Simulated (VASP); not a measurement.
**CdF2: relaxation of cell and atoms with PBE**

CdF2:

```
Cd F
1.0
     0.00000    2.74054    2.74054
     2.74054    0.00000    2.74054
     2.74054    2.74054    0.00000
Cd F
1 2
Cartesian
  2.7405 2.7405 2.7405
  1.3703 1.3703 1.3703
  4.1108 4.1108 4.1108
```

* Program: VASP 6.6.1
* Task: relaxation of cell and atoms
* Functional: PBE
* Potentials or basis: VASP PAW PBE potentials, release 64 (Cd, F)
* Cutoff: 600 eV
* k mesh: 8 × 8 × 8
* Occupations: gaussian, width 0.02 eV
* Spin: no spin polarisation
* Dipole correction: no
* Further INCAR settings: ALGO = Normal; EDIFF = 1e-07; IBRION = 2; EDIFFG = -0.01; NSW = 100; ISIF = 3

| Quantity | Value |
| --- | --- |
| Relaxed volume | 13.79 Å³/atom |
| Relaxed cell | a = 3.882 Å, b = 3.882 Å, c = 3.882 Å, α = 60.00°, β = 60.00°, γ = 60.00° |
| Space group after relaxing (to 0.1 Å) | Fm-3m (No. 225) |
| Energy gained by relaxing | 0.1 meV/atom |
| Ionic steps | 2 |
| Pressure after relaxing | -0.1 GPa |
| Band gap on the k mesh | 2.87 eV (least direct gap 3.43 eV) |

Step by step:
| step | energy change (eV) | largest force (eV/Å) | pressure (GPa) | volume (Å³) |
| --- | --- | --- | --- | --- |
| 1 | 0.0000 | 0.0000 | 0.38 | 41.17 |
| 2 | -0.0002 | 0.0000 | -0.07 | 41.36 |

Final structure:
```
CELL_PARAMETERS angstrom
0.00000 2.74482 2.74482
2.74482 0.00000 2.74482
2.74482 2.74482 0.00000
ATOMIC_POSITIONS crystal
Cd 0.50000 0.50000 0.50000
F 0.25000 0.25000 0.25000
F 0.75000 0.75000 0.75000
```

Levels at points of the mesh, in eV from the valence-band top:
```csv
k point,band 9,band 10,band 11,band 12,band 13,band 14,band 15,band 16,band 17
"(0.00, 0.00, 0.00)",-0.84,-0.84,-0.56,-0.56,-0.56,2.87,12.43,12.43,12.43
"(0.50, 0.00, 0.00)",-2.04,-1.64,-1.64,-0.43,-0.43,6.75,8.97,14.01,14.01
"(0.50, 0.50, 0.00)",-2.67,-2.67,-0.40,-0.08,-0.08,7.55,9.35,11.80,13.78
```

Run time: 24 s on 1 thread of Intel(R) Xeon(R) 6975P-C (Granite Rapids), on a shared host, peak memory 0.18 GiB.

A k mesh can miss the band edges.
